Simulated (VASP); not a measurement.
# Mg in VASP: further runs

Runs on Mg. Level: PBE. Tasks: electric field gradients.

Everything below comes from runs of VASP 6.6.1. Logs are shortened: lines on timing, memory, paths and dates and some standing lists are left out, and cuts for length are marked.

### 1 The cell of the first run

It takes space group Fm-3m (No. 225, cubic). The conventional cell has a = 4.577 Å, b = 4.577 Å, c = 4.577 Å, α = 90.00°, β = 90.00°, γ = 90.00°. Mg (site symmetry m-3m) has 12 Mg at 3.24 Å within 4.3 Å.

### 2 Electric field gradients, PBE (volume scaled by 1.06)

INCAR reads:

```
SYSTEM = Mg
PREC     = Accurate       ! precision mode
ENCUT    = 520            ! plane-wave cutoff, eV
EDIFF    = 1E-8           ! SCF threshold, eV
ISMEAR   = -1             ! smearing method
SIGMA    = 0.03           ! smearing width, eV
LREAL    = .FALSE.        ! projectors in reciprocal space
LASPH    = .TRUE.         ! aspherical terms in the spheres
NELM     = 60             ! most SCF steps
ALGO     = Normal         ! electronic algorithm
ISIF     = 2              ! what is computed and relaxed
LWAVE    = .FALSE.        ! write WAVECAR
LCHARG   = .FALSE.        ! write CHGCAR
GGA      = PE             ! functional
LEFG     = .TRUE.       
NBANDS   = 7              ! bands
```

KPOINTS reads:

```
Automatic mesh
0
G
  16 16 16
  0 0 0
```

POSCAR reads:

```
Mg
1.0
    0.0000000000      2.2882721944      2.2882721944
    2.2882721944      0.0000000000      2.2882721944
    2.2882721944      2.2882721944      0.0000000000
Mg
1
Direct
    0.0000000000      0.0000000000      0.0000000000
```

Potentials or basis: VASP PAW PBE potentials, release 64 (Mg).

Command:

```bash
$ cat potpaw_PBE.64/Mg/POTCAR > POTCAR
$ mpirun -np 1 vasp_std > vasp.out
```

OUTCAR:

```text
SYSTEM = Mg
   PREC = Accurate
   ENCUT = 520
   EDIFF = 1E-8
   ISMEAR = -1
   LREAL = .FALSE.
   LASPH = .TRUE.
   NELM = 60
   ISIF = 2
   GGA = PE

 ion  position               nearest neighbor table
   1  0.000  0.000  0.000-

  LATTYP: Found a face centered cubic cell.
 ALAT       =     4.5765443888

  Lattice vectors:

 A1 = (   0.0000000000,   2.2882721944,   2.2882721944)
 A2 = (   2.2882721944,   0.0000000000,   2.2882721944)
 A3 = (   2.2882721944,   2.2882721944,   0.0000000000)

Analysis of symmetry for initial positions (statically):
=====================================================================
 Subroutine PRICEL returns:
 Original cell was already a primitive cell.

 Routine SETGRP: Setting up the symmetry group for a
 face centered cubic supercell.

 Subroutine GETGRP returns: Found 48 space group operations
 (whereof 48 operations were pure point group operations)
 out of a pool of 48 trial point group operations.

The static configuration has the point symmetry O_h .

Analysis of symmetry for dynamics (positions and initial velocities):
=====================================================================
 Subroutine PRICEL returns:
 Original cell was already a primitive cell.

 Routine SETGRP: Setting up the symmetry group for a
 face centered cubic supercell.

 Subroutine GETGRP returns: Found 48 space group operations
 (whereof 48 operations were pure point group operations)
 out of a pool of 48 trial point group operations.

The dynamic configuration has the point symmetry O_h .

 Subroutine INISYM returns: Found 48 space group operations
 (whereof 48 operations are pure point group operations),
 and found     1 'primitive' translations

----------------------------------------------------------------------------------------

                                     Primitive cell

  volume of cell :      23.9637

  direct lattice vectors                    reciprocal lattice vectors
     0.000000000  2.288272194  2.288272194    -0.218505474  0.218505474  0.218505474
     2.288272194  0.000000000  2.288272194     0.218505474 -0.218505474  0.218505474
     2.288272194  2.288272194  0.000000000     0.218505474  0.218505474 -0.218505474

  length of vectors
     3.236105572  3.236105572  3.236105572     0.378462582  0.378462582  0.378462582

  position of ions in fractional coordinates (direct lattice)
     0.000000000  0.000000000  0.000000000

  ion indices of the primitive-cell ions
   primitive index   ion index
                 1           1

----------------------------------------------------------------------------------------

 KPOINTS: Automatic mesh

Automatic generation of k-mesh.
 Grid dimensions read from file:
 generate k-points for:   16   16   16

 Generating k-lattice:

  Cartesian coordinates                     Fractional coordinates (reciprocal lattice)
    -0.013656592  0.013656592  0.013656592     0.062500000  0.000000000  0.000000000
     0.013656592 -0.013656592  0.013656592     0.000000000  0.062500000  0.000000000
     0.013656592  0.013656592 -0.013656592     0.000000000  0.000000000  0.062500000

  Length of vectors
     0.023653911  0.023653911  0.023653911

  Shift w.r.t. Gamma in fractional coordinates (k-lattice)
     0.000000000  0.000000000  0.000000000

 Subroutine IBZKPT returns following result:
 ===========================================

 Found    145 irreducible k-points:

 Following reciprocal coordinates:
            Coordinates               Weight
  0.000000  0.000000  0.000000      1.000000
  0.062500  0.000000  0.000000      8.000000
  0.125000  0.000000  0.000000      8.000000
  0.187500  0.000000  0.000000      8.000000
  0.250000  0.000000  0.000000      8.000000
  0.312500  0.000000  0.000000      8.000000
[... 16 lines left out ...]
 -0.125000  0.062500  0.000000     24.000000
 -0.062500  0.062500  0.000000     12.000000
 [... further k-points ...]
   k-points           NKPTS =    145   k-points in BZ     NKDIM =    145   number of bands    NBANDS=      7
   number of dos      NEDOS =    301   number of ions     NIONS =      1
   total plane-waves  NPLWV =  13824
   dimension x,y,z NGX =    24 NGY =   24 NGZ =   24
   dimension x,y,z NGXF=    48 NGYF=   48 NGZF=   48
   ions per type =               1
   NGX,Y,Z   is equivalent  to a cutoff of  12.33, 12.33, 12.33 a.u.
   NGXF,Y,Z  is equivalent  to a cutoff of  24.66, 24.66, 24.66 a.u.
 SYSTEM =  Mg
   PREC   = accura    normal or accurate (medium, high low for compatibility)
   ISTART =      0    job   : 0-new  1-cont  2-samecut
   ICHARG =      2    charge: 1-file 2-atom 10-const
   ISPIN  =      1    spin polarized calculation?
   LNONCOLLINEAR =      F non collinear calculations
   LSORBIT =      F    spin-orbit coupling
   LASPH  =      T    aspherical Exc in radial PAW
   ENCUT  =  520.0 eV  38.22 Ry    6.18 a.u.   6.02  6.02  6.02*2*pi/ulx,y,z
   NELM   =     60;   NELMIN=  2; NELMDL= -5     # of ELM steps
   EDIFF  = 0.1E-07   stopping-criterion for ELM
   LREAL  =      F    real-space projection
   EDIFFG = 0.1E-06   stopping-criterion for IOM
   NSW    =      0    number of steps for IOM
   IBRION =     -1    ionic relax: 0-MD 1-quasi-New 2-CG
   NFREE  =      0    steps in history (QN), initial steepest desc. (CG)
   ISIF   =      2    stress and relaxation
   ISYM   =      2    0-nonsym 1-usesym 2-fastsym
   POTIM  = 0.5000    time-step for ionic-motion
   TEBEG  =    0.0;   TEEND  =   0.0 temperature during run
   PSTRESS=    0.0 pullay stress
   NELECT =       2.0000    total number of electrons
   NUPDOWN=      -1.0000    fix difference up-down
   EMIN   =  10.00;   EMAX   =-10.00  energy-range for DOS
   EFERMI =   0.00;   METHOD = LEGACY
   ISMEAR =    -1;   SIGMA  =   0.03  broadening in eV -4-tet -1-fermi 0-gaus
   EFERMI_NEDOS =   21; number of points for ismear=-14 and -15
   IALGO  =     38    algorithm
   IMIX   =      4    mixing-type and parameters
     AMIX     =   0.40;   BMIX     =  1.00
     AMIX_MAG =   1.60;   BMIX_MAG =  1.00
  volume/ion in A,a.u.               =      23.96       161.71
  Fermi-wavevector in a.u.,A,eV,Ry     =   0.715430  1.351967  6.964007  0.511840
  Thomas-Fermi vector in A             =   1.803589
   LORBIT       =      0    0 simple, 1 ext, 2 COOP (PROOUT), +10 PAW based schemes
   GGA     = PE    functional components
   LHFCALC =     F    Hartree Fock is set to
   AEXX    =    0.0000 exact exchange contribution
   IVDW    =     0    specifies the selected vdW correction
   LEPSILON=     F    determine dielectric tensor
   LRPA    =     F    only Hartree local field effects (RPA)
 non-spin polarized calculation
  energy-cutoff  :      520.00
  volume of cell :       23.96
 maximum number of plane-waves:       660
   NGX = 13   NGY = 13   NGZ = 13

 number of electron       2.0000000 magnetization

 Free energy of the ion-electron system (eV)
  ---------------------------------------------------
  ext. energy  EPLUGINS =         0.00000000
  ---------------------------------------------------
  free energy    TOTEN  =        -1.48858924 eV

  energy without entropy =       -1.48692894  energy(sigma->0) =       -1.48775909

 E-fermi :   2.3903     XC(G=0):  -8.3599

 val. band max:        2.3418636851   @ k =  -0.3750   0.1875   0.0625
 cond. band min:       2.4003297702   @ k =  -0.3750   0.4375   0.1250
 fundamental gap:      0.0584660851
 Fermi energy:         2.3903335731

 k-point     1 :       0.0000    0.0000    0.0000
  band No.  band energies     occupation
      1      -4.3360      2.00000
      2      14.4981      0.00000
      3      14.4981      0.00000
      4      14.4981      0.00000
      5      16.2063      0.00000
      6      16.2063      0.00000
      7      16.2063      0.00000

 k-point     2 :       0.0625    0.0000    0.0000
  band No.  band energies     occupation
      1      -4.2516      2.00000
      2      13.1071      0.00000
      3      14.2749      0.00000
      4      14.2749      0.00000
      5      16.3105      0.00000
      6      16.5724      0.00000
      7      16.5724      0.00000

 k-point     3 :       0.1250    0.0000    0.0000
  band No.  band energies     occupation
      1      -3.9988      2.00000
      2      11.0975      0.00000
      3      13.8800      0.00000
      4      13.8800      0.00000
      5      16.0713      0.00000
      6      17.3882      0.00000
      7      17.3882      0.00000

 k-point     4 :       0.1875    0.0000    0.0000
  band No.  band energies     occupation
      1      -3.5789      2.00000
      2       9.1128      0.00000
      3      13.5364      0.00000
      4      13.5364      0.00000
      5      15.7914      0.00000
      6      17.4400      0.00000
      7      17.4400      0.00000

 k-point     5 :       0.2500    0.0000    0.0000
  band No.  band energies     occupation
      1      -2.9939      2.00000
      2       7.2238      0.00000
      3      13.3018      0.00000
      4      13.3018      0.00000
      5      15.5742      0.00000
      6      16.4542      0.00000
      7      16.4542      0.00000
[... 161 lines left out ...]
 k-point    22 :      -0.1875    0.0625    0.0000
  band No.  band energies     occupation
      1      -3.3277      2.00000
      2       8.5186      0.00000
      3      11.8938      0.00000
      4      14.4851      0.00000
      5      16.1591      0.00000
      6      16.3319      0.00000
      7      17.3283      0.00000

 k-point    23 :      -0.1250    0.0625    0.0000
  band No.  band energies     occupation
      1      -3.8026      2.00000
      2      10.4371      0.00000
      3      12.2746      0.00000
      4      14.6966      0.00000
      5      16.5640      0.00000
      6      16.9162      0.00000
      7      17.2688      0.00000

 k-point    24 :      -0.0625    0.0625    0.0000
  band No.  band energies     occupation
      1      -4.1111      2.00000
      2      12.2133      0.00000
      3      12.9627      0.00000
      4      14.7168      0.00000
      5      16.3737      0.00000
      6      16.6239      0.00000
      7      17.2268      0.00000

 [... further k-points ...]

------------------------ aborting loop because EDIFF is reached ----------------------------------------

  FORCE on cell =-STRESS in cart. coord.  units (eV):
  Direction    XX          YY          ZZ          XY          YZ          ZX
  --------------------------------------------------------------------------------------
  -------------------------------------------------------------------------------------
  Total       -0.1927036     -0.1927036     -0.1927036      0.0000000      0.0000000     -0.0000000
  in kB      -12.8838999    -12.8838999    -12.8838999      0.0000000      0.0000000     -0.0000000
  external PRESSURE =     -12.8838999 kB  Pullay stress =       0.0000000 kB

 VOLUME and BASIS-vectors are now :
 -----------------------------------------------------------------------------
  energy-cutoff  :      520.00
  volume of cell :       23.96
      direct lattice vectors                 reciprocal lattice vectors
     0.000000000  2.288272194  2.288272194    -0.218505474  0.218505474  0.218505474
     2.288272194  0.000000000  2.288272194     0.218505474 -0.218505474  0.218505474
     2.288272194  2.288272194  0.000000000     0.218505474  0.218505474 -0.218505474

 POSITION                                       TOTAL-FORCE (eV/Angst)
 -----------------------------------------------------------------------------------
      0.00000      0.00000      0.00000         0.000000     -0.000000     -0.000000
 -----------------------------------------------------------------------------------
    total drift:                                0.000000      0.000000     -0.000000

  FREE ENERGIE OF THE ION-ELECTRON SYSTEM (eV)
  ---------------------------------------------------
  free  energy   TOTEN  =        -1.4885892387 eV

  energy  without entropy=       -1.4869289450  energy(sigma->0) =       -1.48775909

 Electric field gradients (V/A^2)
---------------------------------------------------------------------
 ion       V_xx      V_yy      V_zz      V_xy      V_xz      V_yz
---------------------------------------------------------------------
   1      -0.000     0.000    -0.000    -0.000    -0.000    -0.000
---------------------------------------------------------------------

 Electric field gradients after diagonalization (V/A^2)
 (convention: |V_zz| > |V_xx| > |V_yy|)
----------------------------------------------------------------------
 ion       V_xx      V_yy      V_zz     asymmetry (V_yy - V_xx)/ V_zz
----------------------------------------------------------------------
   1       0.000     0.000    -0.000       0.000
----------------------------------------------------------------------

           NMR quadrupolar parameters

 Cq : quadrupolar parameter    Cq=e*Q*V_zz/h
 eta: asymmetry parameters     (V_yy - V_xx)/ V_zz
 Q  : nuclear electric quadrupole moment in mb (millibarn)
----------------------------------------------------------------------
 ion       Cq(MHz)       eta       Q (mb)
----------------------------------------------------------------------
   1      -0.000       0.000       1.000
----------------------------------------------------------------------
```

It took 34 s on 1 thread of AMD EPYC 7R43 (Zen 3), shared host; peak memory 0.11 GiB.

What came out:

```yaml
Free_energy: -1.4886 eV
Pressure: -1.3 GPa
Band_gap_on_the_k_mesh: zero (band 1 reaches 3.83 eV, above the bottom of band 2 at 1.11 eV)
```

Levels at points of the mesh, in eV from the Fermi level:
```tsv
k point	band 1	band 2	band 3	band 4
(0.00, 0.00, 0.00)	-6.73	12.11	12.11	12.11
(0.50, 0.00, 0.00)	-1.62	-1.28	11.05	11.05
(0.50, 0.50, 0.00)	-0.19	0.78	6.03	6.74
```

Caveat: without QUAD_EFG the Cq values of the log hold for a quadrupole moment of 1 mb, not for the nuclei.

(Part 1 of 4 ends here.)
